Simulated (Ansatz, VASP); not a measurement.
## Two plane-wave programs on LuHf4O

File INCAR:

```
PREC = Accurate
ENCUT = 600
EDIFF = 1E-6
ISMEAR = 0
SIGMA = 0.1
LREAL = False
LASPH = True
NELM = 80
ALGO = Normal
ISIF = 3
LWAVE = False
LCHARG = False
GGA = PE
IBRION = 2
NSW = 90
EDIFFG = -0.04
```

The input KPOINTS:

```
regular mesh
0
Gamma
  4 4 4
```

POSCAR

```
LuHf4O
1.0
    0.0000000000      3.8738863700      3.8738863700
    3.8738863700      0.0000000000      3.8738863700
    3.8738863700      3.8738863700      0.0000000000
Lu Hf O
1 4 1
Direct
    0.7500000000      0.7500000000      0.7500000000
    0.8749087200      0.3750304300      0.3750304300
    0.3750304300      0.3750304300      0.3750304300
    0.3750304300      0.8749087200      0.3750304300
    0.3750304300      0.3750304300      0.8749087200
    0.0000000000      0.0000000000      0.0000000000
```

Input for Ansatz:

```yaml
crystal:
  lattice:
    - [0.0, 3.87388637, 3.87388637]
    - [3.87388637, 0.0, 3.87388637]
    - [3.87388637, 3.87388637, 0.0]
  atoms:
    - { symbol: Lu, position: [0.75, 0.75, 0.75] }
    - { symbol: Hf, position: [0.87490872, 0.37503043, 0.37503043] }
    - { symbol: Hf, position: [0.37503043, 0.37503043, 0.37503043] }
    - { symbol: Hf, position: [0.37503043, 0.87490872, 0.37503043] }
    - { symbol: Hf, position: [0.37503043, 0.37503043, 0.87490872] }
    - { symbol: O, position: [0.0, 0.0, 0.0] }
basis:
  ecutwfc: 420
kpoints:
  mp_grid: { grid: [4, 4, 4] }
hamiltonian:
  xc: pbe
scf:
  occupations: { method: gaussian, width: 0.1 }
  lower_state_search: "off"
output:
  forces: true
  stress: true
  eigenvalues: true
relax:
  adjacent_minimum: "off"
  f_tol: 0.04
  max_steps: 70
  cell: { stress_tol: 0.4 }
```

Change from the starting cell: species swapped into the GdDyAl4 type (F-43m, No. 216).

Alike in both runs: task relaxation of cell and atoms; functional PBE; k mesh 4 × 4 × 4; occupations gaussian, width 0.1 eV; no spin polarisation.

|  | VASP | Ansatz |
| --- | --- | --- |
| version | VASP 6.6.1 | Ansatz 0.2.0 |
| potentials or method | VASP PAW PBE potentials, release 64 (Lu, Hf_pv, O), cutoff 600 eV | scalar-relativistic, plane waves, PAW |
| valence electrons in the cell | 71 | 135 |

VASP gave:

```
gap on the k mesh at the Fermi level, each at its own relaxed structure (eV) : none
relaxed volume (Å³/atom)                                                     : 23.42
relaxed cell length with the largest relative difference (Å)                 : 5.836
```

**Question.** Estimate Ansatz's values.

**Answer.** gap on the k mesh at the Fermi level, each at its own relaxed structure (eV): none; relaxed volume (Å³/atom): 23.34; relaxed cell length with the largest relative difference (Å): 5.829.

A gap of «none» marks a metal or a gap that the smearing closes. VASP's potentials hold 71 valence electrons a cell and Ansatz's 135, so a difference there can come from the potentials and not from the codes.

Spin-orbit coupling is off throughout. Noted on VASP's run: the volume moved by over 15 % at a fixed basis, so the end points are rough.
